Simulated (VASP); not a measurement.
# MnO (rock salt type) (Fm-3m) in VASP: a series of runs

Runs on MnO (rock salt type). Level: PBE. Tasks: single point.

Program: VASP 6.6.1. These are calculated values, not measurements. Logs are shortened: lines on timing, memory, paths and dates and some standing lists are left out, and cuts for length are marked.

**1. The cell of the first run**

It takes space group Fm-3m (No. 225, cubic). Conventional cell: a = 4.132 Å, b = 4.132 Å, c = 4.132 Å, α = 90.00°, β = 90.00°, γ = 90.00°. Mn (site symmetry m-3m) has 6 O at 2.07 Å within 2.7 Å. O (site symmetry m-3m) has 6 Mn at 2.07 Å within 2.7 Å.

**2. Single point, PBE**

File INCAR:

```
SYSTEM = MnO
ALGO = Normal
EDIFF = 1E-6
ENCUT = 520
GGA = PE
ISIF = 2
ISMEAR = -1
LASPH = .True.
LCHARG = .True.
LELF = .True.
LREAL = .False.
LVHAR = .True.
LWAVE = .False.
NBANDS = 16
NELM = 80
PREC = Accurate
SIGMA = 0.06122561905347299
```

File KPOINTS:

```
k-points
0
Gamma
  23 23 23
  0 0 0
```

File POSCAR:

```
MnO
1.0
    0.0000000000      2.0660625431      2.0660625431
    2.0660625431      0.0000000000      2.0660625431
    2.0660625431      2.0660625431      0.0000000000
Mn O
1 1
Direct
    0.0000000000      0.0000000000      0.0000000000
    0.5000000000      0.5000000000      0.5000000000
```

Potentials or basis: VASP PAW PBE potentials, release 64 (Mn_pv, O).

Command:

```
$ cat potpaw_PBE.64/Mn_pv/POTCAR potpaw_PBE.64/O/POTCAR > POTCAR
$ mpirun -np 1 vasp_std > vasp.out
```

OUTCAR:

```text
SYSTEM = MnO
   EDIFF = 1E-6
   ENCUT = 520
   GGA = PE
   ISIF = 2
   ISMEAR = -1
   LASPH = .True.
   LREAL = .False.
   NELM = 80
   PREC = Accurate

 ion  position               nearest neighbor table
   1  0.000  0.000  0.000-   2 2.07   2 2.07   2 2.07   2 2.07   2 2.07   2 2.07
   2  0.500  0.500  0.500-   1 2.07   1 2.07   1 2.07   1 2.07   1 2.07   1 2.07

  LATTYP: Found a face centered cubic cell.
 ALAT       =     4.1321250862

  Lattice vectors:

 A1 = (   0.0000000000,   2.0660625431,   2.0660625431)
 A2 = (   2.0660625431,   0.0000000000,   2.0660625431)
 A3 = (   2.0660625431,   2.0660625431,   0.0000000000)

Analysis of symmetry for initial positions (statically):
=====================================================================
 Subroutine PRICEL returns:
 Original cell was already a primitive cell.

 Routine SETGRP: Setting up the symmetry group for a
 face centered cubic supercell.

 Subroutine GETGRP returns: Found 48 space group operations
 (whereof 48 operations were pure point group operations)
 out of a pool of 48 trial point group operations.

The static configuration has the point symmetry O_h .

Analysis of symmetry for dynamics (positions and initial velocities):
=====================================================================
 Subroutine PRICEL returns:
 Original cell was already a primitive cell.

 Routine SETGRP: Setting up the symmetry group for a
 face centered cubic supercell.

 Subroutine GETGRP returns: Found 48 space group operations
 (whereof 48 operations were pure point group operations)
 out of a pool of 48 trial point group operations.

The dynamic configuration has the point symmetry O_h .

 Subroutine INISYM returns: Found 48 space group operations
 (whereof 48 operations are pure point group operations),
 and found     1 'primitive' translations

----------------------------------------------------------------------------------------

                                     Primitive cell

  volume of cell :      17.6384

  direct lattice vectors                    reciprocal lattice vectors
     0.000000000  2.066062543  2.066062543    -0.242006227  0.242006227  0.242006227
     2.066062543  0.000000000  2.066062543     0.242006227 -0.242006227  0.242006227
     2.066062543  2.066062543  0.000000000     0.242006227  0.242006227 -0.242006227

  length of vectors
     2.921853669  2.921853669  2.921853669     0.419167080  0.419167080  0.419167080

  position of ions in fractional coordinates (direct lattice)
     0.000000000  0.000000000  0.000000000
     0.500000000  0.500000000  0.500000000

  ion indices of the primitive-cell ions
   primitive index   ion index
                 1           1
                 2           2

----------------------------------------------------------------------------------------

 KPOINTS: k-points

Automatic generation of k-mesh.
 Grid dimensions read from file:
 generate k-points for:   23   23   23

 Generating k-lattice:

  Cartesian coordinates                     Fractional coordinates (reciprocal lattice)
    -0.010522010  0.010522010  0.010522010     0.043478261  0.000000000  0.000000000
     0.010522010 -0.010522010  0.010522010     0.000000000  0.043478261  0.000000000
     0.010522010  0.010522010 -0.010522010     0.000000000  0.000000000  0.043478261

  Length of vectors
     0.018224656  0.018224656  0.018224656

  Shift w.r.t. Gamma in fractional coordinates (k-lattice)
     0.000000000  0.000000000  0.000000000

 Subroutine IBZKPT returns following result:
 ===========================================

 Found    364 irreducible k-points:

 Following reciprocal coordinates:
            Coordinates               Weight
  0.000000  0.000000  0.000000      1.000000
  0.043478  0.000000  0.000000      8.000000
  0.086957  0.000000  0.000000      8.000000
  0.130435  0.000000  0.000000      8.000000
  0.173913  0.000000  0.000000      8.000000
  0.217391  0.000000  0.000000      8.000000
[... 16 lines left out ...]
  0.478261  0.043478  0.000000     24.000000
 -0.478261  0.043478  0.000000     24.000000
 [... further k-points ...]
   k-points           NKPTS =    364   k-points in BZ     NKDIM =    364   number of bands    NBANDS=     16
   number of dos      NEDOS =    301   number of ions     NIONS =      2
   total plane-waves  NPLWV =  13824
   dimension x,y,z NGX =    24 NGY =   24 NGZ =   24
   dimension x,y,z NGXF=    48 NGYF=   48 NGZF=   48
   ions per type =               1   1
   NGX,Y,Z   is equivalent  to a cutoff of  13.66, 13.66, 13.66 a.u.
   NGXF,Y,Z  is equivalent  to a cutoff of  27.31, 27.31, 27.31 a.u.
 SYSTEM =  MnO
   PREC   = accura    normal or accurate (medium, high low for compatibility)
   ISTART =      0    job   : 0-new  1-cont  2-samecut
   ICHARG =      2    charge: 1-file 2-atom 10-const
   ISPIN  =      1    spin polarized calculation?
   LNONCOLLINEAR =      F non collinear calculations
   LSORBIT =      F    spin-orbit coupling
   LASPH  =      T    aspherical Exc in radial PAW
   ENCUT  =  520.0 eV  38.22 Ry    6.18 a.u.   5.43  5.43  5.43*2*pi/ulx,y,z
   NELM   =     80;   NELMIN=  2; NELMDL= -5     # of ELM steps
   EDIFF  = 0.1E-05   stopping-criterion for ELM
   LREAL  =      F    real-space projection
   EDIFFG = 0.1E-04   stopping-criterion for IOM
   NSW    =      0    number of steps for IOM
   IBRION =     -1    ionic relax: 0-MD 1-quasi-New 2-CG
   NFREE  =      0    steps in history (QN), initial steepest desc. (CG)
   ISIF   =      2    stress and relaxation
   ISYM   =      2    0-nonsym 1-usesym 2-fastsym
   POTIM  = 0.5000    time-step for ionic-motion
   TEBEG  =    0.0;   TEEND  =   0.0 temperature during run
   PSTRESS=    0.0 pullay stress
   NELECT =      19.0000    total number of electrons
   NUPDOWN=      -1.0000    fix difference up-down
   EMIN   =  10.00;   EMAX   =-10.00  energy-range for DOS
   EFERMI =   0.00;   METHOD = LEGACY
   ISMEAR =    -1;   SIGMA  =   0.06  broadening in eV -4-tet -1-fermi 0-gaus
   EFERMI_NEDOS =   21; number of points for ismear=-14 and -15
   IALGO  =     38    algorithm
   IMIX   =      4    mixing-type and parameters
     AMIX     =   0.40;   BMIX     =  1.00
     AMIX_MAG =   1.60;   BMIX_MAG =  1.00
  volume/ion in A,a.u.               =       8.82        59.52
  Fermi-wavevector in a.u.,A,eV,Ry     =   1.678183  3.171305 38.318049  2.816297
  Thomas-Fermi vector in A             =   2.762317
   LORBIT       =      0    0 simple, 1 ext, 2 COOP (PROOUT), +10 PAW based schemes
   GGA     = PE    functional components
   LHFCALC =     F    Hartree Fock is set to
   AEXX    =    0.0000 exact exchange contribution
   IVDW    =     0    specifies the selected vdW correction
   LEPSILON=     F    determine dielectric tensor
   LRPA    =     F    only Hartree local field effects (RPA)
 non-spin polarized calculation
  energy-cutoff  :      520.00
  volume of cell :       17.64
 maximum number of plane-waves:       531
 NGX is ok and might be reduce to    24
   NGX = 11   NGY = 11   NGZ = 11

 number of electron      19.0000011 magnetization

 Free energy of the ion-electron system (eV)
  ---------------------------------------------------
  ext. energy  EPLUGINS =         0.00000000
  ---------------------------------------------------
  free energy    TOTEN  =       -14.87556867 eV

  energy without entropy =      -14.80858274  energy(sigma->0) =      -14.84207571

 E-fermi :  10.0159     XC(G=0): -13.2928

 val. band max:       10.0155944404   @ k =  -0.4783   0.1304   0.0000
 cond. band min:      10.0160563789   @ k =  -0.4783   0.2609   0.0000
 fundamental gap:      0.0004619386
 Fermi energy:        10.0158619176

 k-point     1 :       0.0000    0.0000    0.0000
  band No.  band energies     occupation
      1     -38.2390      2.00000
      2     -38.2390      2.00000
      3     -38.2390      2.00000
      4     -12.0682      2.00000
      5       5.3161      2.00000
      6       5.3161      2.00000
[... 8 lines left out ...]
     15      29.3591      0.00000
     16      29.3591      0.00000

 k-point     2 :       0.0435    0.0000    0.0000
  band No.  band energies     occupation
      1     -38.2423      2.00000
      2     -38.2393      2.00000
      3     -38.2393      2.00000
      4     -12.0442      2.00000
      5       5.1659      2.00000
      6       5.2405      2.00000
[... 8 lines left out ...]
     15      29.3157      0.00000
     16      29.3157      0.00000

 k-point     3 :       0.0870    0.0000    0.0000
  band No.  band energies     occupation
      1     -38.2520      2.00000
      2     -38.2404      2.00000
      3     -38.2404      2.00000
      4     -11.9747      2.00000
      5       4.7645      2.00000
      6       5.0373      2.00000
[... 8 lines left out ...]
     15      29.1620      0.00000
     16      29.1620      0.00000

 k-point     4 :       0.1304    0.0000    0.0000
  band No.  band energies     occupation
      1     -38.2674      2.00000
      2     -38.2421      2.00000
      3     -38.2421      2.00000
      4     -11.8627      2.00000
      5       4.2077      2.00000
      6       4.7563      2.00000
[... 8 lines left out ...]
     15      28.8461      0.00000
     16      28.8461      0.00000

 k-point     5 :       0.1739    0.0000    0.0000
  band No.  band energies     occupation
      1     -38.2872      2.00000
      2     -38.2443      2.00000
      3     -38.2443      2.00000
      4     -11.7143      2.00000
      5       3.5763      2.00000
      6       4.4428      2.00000
[... 8 lines left out ...]
     15      28.3363      0.00000
     16      28.3363      0.00000

 k-point     6 :       0.2174    0.0000    0.0000
  band No.  band energies     occupation
      1     -38.3100      2.00000
      2     -38.2468      2.00000
      3     -38.2468      2.00000
      4     -11.5374      2.00000
      5       2.9264      2.00000
      6       4.1289      2.00000
[... 8 lines left out ...]
     15      27.6738      0.00000
     16      27.6738      0.00000

 k-point     7 :       0.2609    0.0000    0.0000
  band No.  band energies     occupation
      1     -38.3340      2.00000
      2     -38.2495      2.00000
      3     -38.2494      2.00000
      4     -11.3430      2.00000
      5       2.2976      2.00000
      6       3.8353      2.00000
[... 8 lines left out ...]
     15      26.9453      0.00000
     16      26.9454      0.00000

 k-point     8 :       0.3043    0.0000    0.0000
  band No.  band energies     occupation
      1     -38.3575      2.00000
      2     -38.2521      2.00000
      3     -38.2521      2.00000
      4     -11.1441      2.00000
      5       1.7204      2.00000
      6       3.5758      2.00000
[... 8 lines left out ...]
     15      26.2316      0.00000
     16      26.2317      0.00000

 k-point     9 :       0.3478    0.0000    0.0000
  band No.  band energies     occupation
      1     -38.3787      2.00000
      2     -38.2544      2.00000
      3     -38.2544      2.00000
      4     -10.9558      2.00000
      5       1.2207      2.00000
      6       3.3595      2.00000
[... 8 lines left out ...]
     15      25.5922      0.00000
     16      25.5922      0.00000
[... 172 lines left out ...]
 k-point    19 :       0.3043    0.0435    0.0000
  band No.  band energies     occupation
      1     -38.3496      2.00000
      2     -38.2541      2.00000
      3     -38.2508      2.00000
      4     -11.2009      2.00000
      5       1.8951      2.00000
      6       3.5879      2.00000
[... 8 lines left out ...]
     15      26.3177      0.00000
     16      26.3593      0.00000

 k-point    20 :       0.3478    0.0435    0.0000
  band No.  band energies     occupation
      1     -38.3714      2.00000
      2     -38.2563      2.00000
      3     -38.2536      2.00000
      4     -11.0103      2.00000
      5       1.3844      2.00000
      6       3.3633      2.00000
[... 8 lines left out ...]
     15      25.6754      0.00000
     16      25.7144      0.00000

 k-point    21 :       0.3913    0.0435    0.0000
  band No.  band energies     occupation
      1     -38.3900      2.00000
      2     -38.2580      2.00000
      3     -38.2562      2.00000
      4     -10.8409      2.00000
      5       0.9619      2.00000
      6       3.1897      2.00000
[... 8 lines left out ...]
     15      25.1013      0.00000
     16      25.2019      0.00000

 k-point    22 :       0.4348    0.0435    0.0000
  band No.  band energies     occupation
      1     -38.4039      2.00000
      2     -38.2591      2.00000
      3     -38.2583      2.00000
      4     -10.7085      2.00000
      5       0.6492      2.00000
      6       3.0707      2.00000
[... 8 lines left out ...]
     15      24.6708      0.00000
     16      24.8187      0.00000

 k-point    23 :       0.4783    0.0435    0.0000
  band No.  band energies     occupation
      1     -38.4122      2.00000
      2     -38.2599      2.00000
      3     -38.2594      2.00000
      4     -10.6271      2.00000
      5       0.4637      2.00000
      6       3.0085      2.00000
[... 8 lines left out ...]
     15      24.4080      0.00000
     16      24.5954      0.00000

 k-point    24 :      -0.4783    0.0435    0.0000
  band No.  band energies     occupation
      1     -38.4143      2.00000
      2     -38.2608      2.00000
      3     -38.2590      2.00000
      4     -10.6059      2.00000
      5       0.4163      2.00000
      6       3.0041      2.00000
[... 8 lines left out ...]
     15      24.3260      0.00000
     16      24.5530      0.00000

 [... further k-points ...]

------------------------ aborting loop because EDIFF is reached ----------------------------------------

  FORCE on cell =-STRESS in cart. coord.  units (eV):
  Direction    XX          YY          ZZ          XY          YZ          ZX
  --------------------------------------------------------------------------------------
  -------------------------------------------------------------------------------------
  Total       -0.4180322     -0.4180322     -0.4180322      0.0000000      0.0000000     -0.0000000
  in kB      -37.9716884    -37.9716884    -37.9716884      0.0000000      0.0000000     -0.0000000
  external PRESSURE =     -37.9716884 kB  Pullay stress =       0.0000000 kB

 VOLUME and BASIS-vectors are now :
 -----------------------------------------------------------------------------
  energy-cutoff  :      520.00
  volume of cell :       17.64
      direct lattice vectors                 reciprocal lattice vectors
     0.000000000  2.066062543  2.066062543    -0.242006227  0.242006227  0.242006227
     2.066062543  0.000000000  2.066062543     0.242006227 -0.242006227  0.242006227
     2.066062543  2.066062543  0.000000000     0.242006227  0.242006227 -0.242006227

 POSITION                                       TOTAL-FORCE (eV/Angst)
 -----------------------------------------------------------------------------------
      0.00000      0.00000      0.00000        -0.000000     -0.000000     -0.000000
      2.06606      2.06606      2.06606         0.000000      0.000000      0.000000
 -----------------------------------------------------------------------------------
    total drift:                                0.000000     -0.000000     -0.000000

  FREE ENERGIE OF THE ION-ELECTRON SYSTEM (eV)
  ---------------------------------------------------
  free  energy   TOTEN  =       -14.8755686709 eV

  energy  without entropy=      -14.8085827410  energy(sigma->0) =      -14.84207571
```

Wall time 2.8 min (1 thread of Intel Xeon 8259CL, shared host); peak memory 0.23 GiB.

What came out:

| Item | Value |
| --- | --- |
| Free energy | -14.8756 eV |
| Pressure | -3.8 GPa |
| Band gap on the k mesh | zero (an odd number of electrons rules out a gap without spin polarisation) |

Caveat: the cell stands under tension; an odd number of electrons without spin polarisation forces a metal; a magnetic or distorted state may lie lower; the run has no spin polarisation, though such a crystal can be magnetic; semilocal functionals often make such compounds metallic where correlation or magnetic order opens a gap, which also shifts bond lengths. With open d or f shells a metallic result of PBE can be an artefact of self-interaction; +U or a hybrid may open a gap.

(Part 1 of 2 ends here.)
